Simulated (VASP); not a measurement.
# BAs (F-43m) in VASP: further runs

BAs is run at these levels: PBEsol; tasks: vibrations by perturbation theory.

Everything below comes from runs of VASP 6.6.1. Logs are shortened: lines on timing, memory, paths and dates and some standing lists are left out, and cuts for length are marked.

## (1) The cell of the first run

It takes space group F-43m (No. 216, cubic). Conventional cell: a = 4.725 Å, b = 4.725 Å, c = 4.725 Å, α = 90.00°, β = 90.00°, γ = 90.00°. Within 2.7 Å of B (site symmetry -43m) lie 4 As at 2.05 Å. Within 2.7 Å of As (site symmetry -43m) lie 4 B at 2.05 Å.

## (2) Vibrations by perturbation theory, PBEsol

Contents of INCAR:

```
  PREC = Accurate
  ENCUT = 520
  EDIFF = 1E-8
  ISMEAR = 0
  SIGMA = 0.01
  LREAL = False
  LASPH = True
  NELM = 100
  ALGO = Normal
  ISIF = 2
  LWAVE = False
  LCHARG = True
  GGA = PS
  IBRION = 8
  NSW = 1
  LEPSILON = True
```

Contents of KPOINTS:

```
Automatic mesh
0
Gamma
  10 10 10
```

Contents of POSCAR:

```
BAs
1.0
    0.0000000000      2.3626953799      2.3626953799
    2.3626953799      0.0000000000      2.3626953799
    2.3626953799      2.3626953799      0.0000000000
B As
1 1
Direct
    0.0000000000      0.0000000000      0.0000000000
    0.7500000000      0.7500000000      0.7500000000
```

Potentials or basis: VASP PAW PBE potentials, release 64 (B, As).

Launch:

```bash
cat potpaw_PBE.64/B/POTCAR potpaw_PBE.64/As/POTCAR > POTCAR
mpirun -np 1 vasp_std > vasp.out
```

OUTCAR:

```text
PREC = Accurate
   ENCUT = 520
   EDIFF = 1E-8
   ISMEAR = 0
   LREAL = False
   LASPH = True
   NELM = 100
   ISIF = 2
   GGA = PS
   IBRION = 8
   NSW = 1
   LEPSILON = True

 ion  position               nearest neighbor table
   1  0.000  0.000  0.000-   2 2.05   2 2.05   2 2.05   2 2.05
   2  0.750  0.750  0.750-   1 2.05   1 2.05   1 2.05   1 2.05

  LATTYP: Found a face centered cubic cell.
 ALAT       =     4.7253907598

  Lattice vectors:

 A1 = (   0.0000000000,   2.3626953799,   2.3626953799)
 A2 = (   2.3626953799,   0.0000000000,   2.3626953799)
 A3 = (   2.3626953799,   2.3626953799,   0.0000000000)

Analysis of symmetry for initial positions (statically):
=====================================================================
 Subroutine PRICEL returns:
 Original cell was already a primitive cell.

 Routine SETGRP: Setting up the symmetry group for a
 face centered cubic supercell.

 Subroutine GETGRP returns: Found 24 space group operations
 (whereof 24 operations were pure point group operations)
 out of a pool of 48 trial point group operations.

The static configuration has the point symmetry T_d .

Analysis of symmetry for dynamics (positions and initial velocities):
=====================================================================
 Subroutine PRICEL returns:
 Original cell was already a primitive cell.

 Routine SETGRP: Setting up the symmetry group for a
 face centered cubic supercell.

 Subroutine GETGRP returns: Found 24 space group operations
 (whereof 24 operations were pure point group operations)
 out of a pool of 48 trial point group operations.

The dynamic configuration has the point symmetry T_d .

 Subroutine INISYM returns: Found 24 space group operations
 (whereof 24 operations are pure point group operations),
 and found     1 'primitive' translations

----------------------------------------------------------------------------------------

                                     Primitive cell

[... 496 lines left out ...]
 ------------------------------------------------------
           9.865135    -0.000000    -0.000000
           0.000000     9.865135    -0.000000
           0.000000     0.000000     9.865135
 ------------------------------------------------------

 PIEZOELECTRIC TENSOR (including local field effects)  for field in x, y, z        (e  Angst)
          XX          YY          ZZ          XY          YZ          ZX
  --------------------------------------------------------------------------------
  x     0.00000    -0.00000    -0.00000     0.00000    -0.21144     0.00000
  y     0.00000     0.00000     0.00000     0.00000     0.00000    -0.21144
  z    -0.00000    -0.00000     0.00000    -0.21144     0.00000     0.00000

 PIEZOELECTRIC TENSOR (including local field effects)  for field in x, y, z        (C/m^2)
          XX          YY          ZZ          XY          YZ          ZX
  --------------------------------------------------------------------------------
  x     0.00000    -0.00000    -0.00000     0.00000    -0.12843     0.00000
  y     0.00000     0.00000     0.00000     0.00000     0.00000    -0.12843
  z    -0.00000    -0.00000     0.00000    -0.12843     0.00000     0.00000

 BORN EFFECTIVE CHARGES (including local field effects) (in |e|, cummulative output)
 ---------------------------------------------------------------------------------
 ion    1
    1    -0.60065     0.00000    -0.00000
    2     0.00000    -0.60065     0.00000
    3    -0.00000     0.00000    -0.60065
 ion    2
    1     0.60065    -0.00000     0.00000
    2     0.00000     0.60065    -0.00000
    3     0.00000     0.00000     0.60065

 INTERNAL STRAIN TENSOR FOR ION    2 for displacements in x,y,z  (eV/Angst):
          X           Y           Z          XY          YZ          ZX
  --------------------------------------------------------------------------------
  x    -0.00000     0.00000     0.00000     0.00000     8.57438     0.00000
  y     0.00000    -0.00000     0.00000     0.00000     0.00000     8.57438
  z     0.00000     0.00000    -0.00000     8.57438     0.00000     0.00000

 SECOND DERIVATIVES (NOT SYMMETRIZED)
 ------------------------------------
               1X          1Y          1Z          2X          2Y          2Z
  1X   -17.767816    0.000000    0.000000   17.767816    0.000000    0.000000
  1Y     0.000000  -17.767816    0.000000    0.000000   17.767816    0.000000
  1Z     0.000000    0.000000  -17.767816    0.000000    0.000000   17.767816
  2X    17.765996    0.000000    0.000000  -17.765996    0.000000    0.000000
  2Y     0.000000   17.765996    0.000000    0.000000  -17.765996    0.000000
  2Z     0.000000    0.000000   17.765996    0.000000    0.000000  -17.765996

 Eigenvectors and eigenvalues of the dynamical matrix
 ----------------------------------------------------

   1 f  =   21.438843 THz   134.704222 2PiTHz  715.122817 cm-1    88.663889 meV
             X         Y         Z           dx          dy          dz
      0.000000  0.000000  0.000000    -0.934832    0.000000    0.000000
      3.544043  3.544043  3.544043     0.355091    0.000000    0.000000
[... 21 lines left out ...]
   6 f/i=    0.000364 THz     0.002289 2PiTHz    0.012153 cm-1     0.001507 meV
             X         Y         Z           dx          dy          dz
      0.000000  0.000000  0.000000     0.000000   -0.239031   -0.262590
      3.544043  3.544043  3.544043     0.000000   -0.629286   -0.691310

--------------------------------------------------------------------------------------------------------

 MACROSCOPIC STATIC DIELECTRIC TENSOR IONIC CONTRIBUTION
 ------------------------------------------------------
           0.139300    -0.000000     0.000000
          -0.000000     0.139300    -0.000000
           0.000000    -0.000000     0.139300
 ------------------------------------------------------

 ELASTIC MODULI CONTR FROM IONIC RELAXATION (kBar)
 Direction    XX          YY          ZZ          XY          YZ          ZX
 --------------------------------------------------------------------------------
 XX          -0.0000     -0.0000     -0.0000      0.0000      0.0000     -0.0000
 YY          -0.0000     -0.0000     -0.0000      0.0000      0.0000      0.0000
 ZZ          -0.0000     -0.0000     -0.0000      0.0000      0.0000     -0.0000
 XY           0.0000      0.0000      0.0000   -262.2201      0.0000      0.0000
 YZ           0.0000      0.0000      0.0000      0.0000   -262.2201      0.0000
 ZX          -0.0000      0.0000     -0.0000      0.0000      0.0000   -262.2201
 --------------------------------------------------------------------------------

 PIEZOELECTRIC TENSOR IONIC CONTR  for field in x, y, z        (C/m^2)
          XX          YY          ZZ          XY          YZ          ZX
  --------------------------------------------------------------------------------
  x    -0.00000    -0.00000    -0.00000     0.00000     0.17984    -0.00000
  y     0.00000    -0.00000     0.00000    -0.00000     0.00000     0.17984
  z    -0.00000    -0.00000    -0.00000     0.17984     0.00000     0.00000
```

stdout:

```text
POSCAR found type information on POSCAR B As
 POSCAR found :  2 types and       2 ions
 scaLAPACK will be used
 -----------------------------------------------------------------------------
|                                                                             |
|                                                                             |
|     You enforced a specific xc type in the INCAR file but a different       |
[... 39 lines left out ...]
 force on displaced ion       1 direction 1 : -17.768  -0.000  -0.000
 Born effective charge ion    1 direction 1 :  -0.615   0.000   0.000
 Linear response progress:
 first order change of Fermi-energy   0.68796E-04
 force on displaced ion       2 direction 1 : -17.766  -0.000  -0.000
 Born effective charge ion    2 direction 1 :   0.591   0.000   0.000
 Born effective charges drift removed
 Linear response finished
```

Wall time 2.2 min (1 thread of Intel Xeon 6975P-C (Granite Rapids), shared host); peak memory 0.25 GiB.

Results:

```yaml
Electronic_dielectric_tensor_diagonal: 9.87
Born_charges_mean_of_the_diagonal: B -0.60; As +0.60 e
Highest_phonon_frequency_at_Γ_LO-TO_splitting_left_out: 715 cm⁻¹
```

Phonon frequencies in cm⁻¹ (negative: imaginary):
| q point | frequencies |
| --- | --- |
| (0.000, 0.000, 0.000) | 0 0 0 715 715 715 |

Electronic dielectric tensor:
```
9.87 0.00 0.00
0.00 9.87 0.00
0.00 0.00 9.87
```

Born effective charge tensors (e):
atom 1, B
```
-0.60  0.00  0.00
 0.00 -0.60  0.00
 0.00  0.00 -0.60
```
atom 2, As
```
0.60 0.00 0.00
0.00 0.60 0.00
0.00 0.00 0.60
```

Caveat: the cell wasn't relaxed at this level first, which shifts response properties; the PAW data sets were made with another functional, which shifts forces and pressure a little.

## (3) Vibrations by perturbation theory, PBEsol

This run uses another cell than the first one, of 13.45 Å³/atom, 1.020 times its volume.

Contents of INCAR:

```
SYSTEM = BAs
  ALGO = Normal
  EDIFF = 1E-8
  ENCUT = 520
  GGA = PS
  IBRION = 8
  ISIF = 2
  ISMEAR = 0
  LASPH = .True.
  LCHARG = .False.
  LEPSILON = .True.
  LREAL = .False.
  LWAVE = .False.
  NBANDS = 11
  NELM = 60
  NSW = 1
  PREC = Accurate
  SIGMA = 0.01
```

Contents of KPOINTS:

```
k-points
0
Gamma
  10 10 10
  0 0 0
```

Contents of POSCAR:

```
BAs
1.0
    0.0000000000      2.3783739462      2.3783739462
    2.3783739462      0.0000000000      2.3783739462
    2.3783739462      2.3783739462      0.0000000000
B As
1 1
Direct
    0.0000000000      0.0000000000      0.0000000000
    0.7500000000      0.7500000000      0.7500000000
```

Potentials or basis: VASP PAW PBE potentials, release 64 (B, As).

Launch:

```bash
cat potpaw_PBE.64/B/POTCAR potpaw_PBE.64/As/POTCAR > POTCAR
mpirun -np 1 vasp_std > vasp.out
```

OUTCAR:

```text
SYSTEM = BAs
   EDIFF = 1E-8
   ENCUT = 520
   GGA = PS
   IBRION = 8
   ISIF = 2
   ISMEAR = 0
   LASPH = .True.
   LEPSILON = .True.
   LREAL = .False.
   NELM = 60
   NSW = 1
   PREC = Accurate

 ion  position               nearest neighbor table
   1  0.000  0.000  0.000-   2 2.06   2 2.06   2 2.06   2 2.06
   2  0.750  0.750  0.750-   1 2.06   1 2.06   1 2.06   1 2.06

  LATTYP: Found a face centered cubic cell.
 ALAT       =     4.7567478924

  Lattice vectors:

 A1 = (   0.0000000000,   2.3783739462,   2.3783739462)
 A2 = (   2.3783739462,   0.0000000000,   2.3783739462)
 A3 = (   2.3783739462,   2.3783739462,   0.0000000000)

Analysis of symmetry for initial positions (statically):
=====================================================================
 Subroutine PRICEL returns:
 Original cell was already a primitive cell.

 Routine SETGRP: Setting up the symmetry group for a
 face centered cubic supercell.

 Subroutine GETGRP returns: Found 24 space group operations
 (whereof 24 operations were pure point group operations)
 out of a pool of 48 trial point group operations.

The static configuration has the point symmetry T_d .

Analysis of symmetry for dynamics (positions and initial velocities):
=====================================================================
 Subroutine PRICEL returns:
 Original cell was already a primitive cell.

 Routine SETGRP: Setting up the symmetry group for a
 face centered cubic supercell.
[... 595 lines left out ...]

 PIEZOELECTRIC TENSOR (including local field effects)  for field in x, y, z        (C/m^2)
          XX          YY          ZZ          XY          YZ          ZX
  --------------------------------------------------------------------------------
  x     0.00000     0.00000    -0.00000     0.00000    -0.10171     0.00000
  y    -0.00000    -0.00000     0.00000     0.00000     0.00000    -0.10171
  z     0.00000     0.00000     0.00000    -0.10171     0.00000     0.00000

 BORN EFFECTIVE CHARGES (including local field effects) (in |e|, cummulative output)
 ---------------------------------------------------------------------------------
 ion    1
    1    -0.54148     0.00000     0.00000
    2    -0.00000    -0.54148     0.00000
    3    -0.00000     0.00000    -0.54148
 ion    2
    1     0.54148    -0.00000    -0.00000
    2     0.00000     0.54148    -0.00000
    3     0.00000    -0.00000     0.54148

 INTERNAL STRAIN TENSOR FOR ION    2 for displacements in x,y,z  (eV/Angst):
          X           Y           Z          XY          YZ          ZX
  --------------------------------------------------------------------------------
  x     0.00000     0.00000     0.00000     0.00000     7.69757     0.00000
  y     0.00000     0.00000     0.00000     0.00000     0.00000     7.69757
  z     0.00000     0.00000     0.00000     7.69757     0.00000     0.00000

 SECOND DERIVATIVES (NOT SYMMETRIZED)
 ------------------------------------
               1X          1Y          1Z          2X          2Y          2Z
  1X   -17.072812    0.000000    0.000000   17.072812   -0.000000   -0.000000
  1Y     0.000000  -17.072812    0.000000   -0.000000   17.072812   -0.000000
  1Z     0.000000    0.000000  -17.072812   -0.000000   -0.000000   17.072812
  2X    17.069449    0.000000    0.000000  -17.069449    0.000000    0.000000
  2Y     0.000000   17.069449    0.000000    0.000000  -17.069449    0.000000
  2Z     0.000000    0.000000   17.069449    0.000000    0.000000  -17.069449

 Eigenvectors and eigenvalues of the dynamical matrix
 ----------------------------------------------------

   1 f  =   21.015235 THz   132.042618 2PiTHz  700.992798 cm-1    86.911991 meV
             X         Y         Z           dx          dy          dz
      0.000000  0.000000  0.000000     0.934837   -0.000000    0.000000
      3.567561  3.567561  3.567561    -0.355076    0.000000    0.000000
[... 21 lines left out ...]
   6 f/i=    0.000687 THz     0.004317 2PiTHz    0.022921 cm-1     0.002842 meV
             X         Y         Z           dx          dy          dz
      0.000000  0.000000  0.000000    -0.137273   -0.062310    0.321485
      3.567561  3.567561  3.567561    -0.361411   -0.164048    0.846399

--------------------------------------------------------------------------------------------------------

 MACROSCOPIC STATIC DIELECTRIC TENSOR IONIC CONTRIBUTION
 ------------------------------------------------------
           0.115506    -0.000000     0.000000
          -0.000000     0.115506    -0.000000
           0.000000    -0.000000     0.115506
 ------------------------------------------------------

 ELASTIC MODULI CONTR FROM IONIC RELAXATION (kBar)
 Direction    XX          YY          ZZ          XY          YZ          ZX
 --------------------------------------------------------------------------------
 XX          -0.0000      0.0000     -0.0000      0.0000     -0.0000     -0.0000
 YY           0.0000     -0.0000      0.0000     -0.0000      0.0000      0.0000
 ZZ          -0.0000      0.0000     -0.0000     -0.0000     -0.0000     -0.0000
 XY           0.0000     -0.0000     -0.0000   -216.4414     -0.0000     -0.0000
 YZ          -0.0000      0.0000     -0.0000     -0.0000   -216.4414     -0.0000
 ZX          -0.0000      0.0000     -0.0000     -0.0000     -0.0000   -216.4414
 --------------------------------------------------------------------------------

 PIEZOELECTRIC TENSOR IONIC CONTR  for field in x, y, z        (C/m^2)
          XX          YY          ZZ          XY          YZ          ZX
  --------------------------------------------------------------------------------
  x     0.00000     0.00000    -0.00000    -0.00000     0.14878    -0.00000
  y     0.00000    -0.00000    -0.00000    -0.00000     0.00000     0.14878
  z     0.00000     0.00000     0.00000     0.14878     0.00000    -0.00000
```

OSZICAR:

```text
N       E                     dE             d eps       ncg     rms          rms(c)
DAV:   1     0.120212423016E+02    0.12021E+02   -0.39148E+03  1034   0.657E+02
DAV:   2    -0.120377537310E+02   -0.24059E+02   -0.23024E+02  1412   0.106E+02
[... 143 lines left out ...]
RMM:   4    -0.367099817295E-01   -0.29842E-04   -0.21227E-04  6331   0.296E-02    0.321E-03
RMM:   5    -0.366898441107E-01    0.20138E-04   -0.25234E-05  6646   0.252E-03    0.775E-04
RMM:   6    -0.366846622559E-01    0.51819E-05   -0.24070E-06  6611   0.590E-04    0.184E-04
RMM:   7    -0.366833791277E-01    0.12831E-05   -0.31201E-07  6737   0.128E-04    0.407E-05
RMM:   8    -0.366832752344E-01    0.10389E-06   -0.48330E-08  6875   0.212E-05    0.178E-05
RMM:   9    -0.366833518253E-01   -0.76591E-07   -0.30365E-08  6811   0.118E-05    0.124E-06
RMM:  10    -0.366833446743E-01    0.71510E-08    0.16376E-09  5430   0.845E-07    0.795E-07
 Linear response finished
```

Wall time 4 min (1 thread of AMD EPYC 9R45 (Zen 5), shared host); peak memory 0.24 GiB.

Results:

```
Electronic dielectric tensor (diagonal)                 : 9.94
Born charges (mean of the diagonal)                     : B -0.54; As +0.54 e
Highest phonon frequency at Γ, LO-TO splitting left out : 701 cm⁻¹
```

Phonon frequencies in cm⁻¹ (negative: imaginary):
```tsv
q point	frequencies
(0.000, 0.000, 0.000)	0 0 0 701 701 701
```

Electronic dielectric tensor:
```
9.94 0.00 0.00
0.00 9.94 0.00
0.00 0.00 9.94
```

Born effective charge tensors (e):
atom 1, B
```
-0.54  0.00  0.00
 0.00 -0.54  0.00
 0.00  0.00 -0.54
```
atom 2, As
```
0.54 0.00 0.00
0.00 0.54 0.00
0.00 0.00 0.54
```

Caveat: the cell wasn't relaxed at this level first, which shifts response properties; the PAW data sets were made with another functional, which shifts forces and pressure a little.

(Continued in part 2 of 2.)
